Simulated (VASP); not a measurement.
A run of VASP 6.6.1:

The input INCAR:

```
SYSTEM = ZrO2
PREC = Accurate ; ENCUT = 600
EDIFF = 1E-6 ; ISMEAR = 0
SIGMA = 0.02 ; LREAL = .FALSE.
LASPH = .TRUE. ; NELM = 120
ALGO = Normal ; ISIF = 2
LWAVE = .FALSE. ; LCHARG = .FALSE.
GGA = PS ; NBANDS = 19
GGA_COMPAT = .FALSE.
```

File KPOINTS:

```
regular mesh
0
G
  8 8 8
  0 0 0
```

POSCAR

```
ZrO2
1.0
    0.0000000000      2.5321771622      2.5321771622
    2.5321771622      0.0000000000      2.5321771622
    2.5321771622      2.5321771622      0.0000000000
Zr O
1 2
Direct
    0.0000000000      0.0000000000      0.0000000000
    0.2500000000      0.2500000000      0.2500000000
    0.7500000000      0.7500000000      0.7500000000
```

Potentials or basis: VASP PAW PBE potentials, release 64 (Zr_sv, O).

Launch:

```console
$ cat potpaw_PBE.64/Zr_sv/POTCAR potpaw_PBE.64/O/POTCAR > POTCAR
$ mpirun -np 1 vasp_std > vasp.out
```

Hardware: 1 thread of AMD EPYC 7R43 64-Core Processor (Zen 3) (shared host).

**Question.** How long does it take, and how much memory?

**Answer.** It took 54 s on 1 thread of AMD EPYC 7R43 64-Core Processor (Zen 3) (shared host), peak memory 0.14 GiB. Counts: scf iterations 14, k points 29.
